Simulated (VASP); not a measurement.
Write the native input for VASP 6.6.1 that does the following.

- Task: single point
- Functional: PBEsol
- Potentials or basis: VASP PAW PBE potentials, release 64 (B, As)
- Cutoff: 520 eV
- k mesh: 8 × 8 × 8
- Occupations: gaussian, width 0.01 eV
- Spin: non-collinear spin, zero start, spin-orbit coupling
- Starting moments: [[0.0, 0.0, 0.0], [0.0, 0.0, 0.0]] μB
- Dipole correction: no
- Further INCAR settings: ALGO = Normal; EDIFF = 1e-06; NBANDS = 20

The structure of BAs (so) lies in POSCAR:

```
BAs
1.0
    0.0000000000      2.3838694125      2.3838694125
    2.3838694125      0.0000000000      2.3838694125
    2.3838694125      2.3838694125      0.0000000000
B As
1 1
Direct
    0.0000000000      0.0000000000      0.0000000000
    0.2500000000      0.2500000000      0.2500000000
```

The input as run:

INCAR

```
  PREC = Accurate
  ENCUT = 520
  EDIFF = 1E-6
  ISMEAR = 0
  SIGMA = 0.01
  LREAL = F
  LASPH = T
  NELM = 150
  ALGO = Normal
  ISIF = 2
  LWAVE = F
  LCHARG = F
  MAGMOM = 0 0 0 0 0 0
  LORBIT = 11
  LSORBIT = T
  GGA_COMPAT = F
  LORBMOM = T
  GGA = PS
  NBANDS = 20
```

KPOINTS

```
regular mesh
0
Gamma
  8 8 8
```

Potentials or basis: VASP PAW PBE potentials, release 64 (B, As).

Command:

```bash
$ cat potpaw_PBE.64/B/POTCAR potpaw_PBE.64/As/POTCAR > POTCAR
$ mpirun -np 1 vasp_ncl > vasp.out
```

It gave:

```yaml
Pressure: 0.9 GPa
Net_moment: 0.00 μB per cell
Valence_electrons_inside_the_program's_atomic_spheres: B 1.83; As 2.93
```

Caveat: the PAW data sets were made with another functional, which shifts forces and pressure a little.

Run time: 70 s on 1 thread of Intel(R) Xeon(R) Platinum 8375C CPU @ 2.90GHz (Ice Lake) (shared host), peak memory 0.26 GiB.
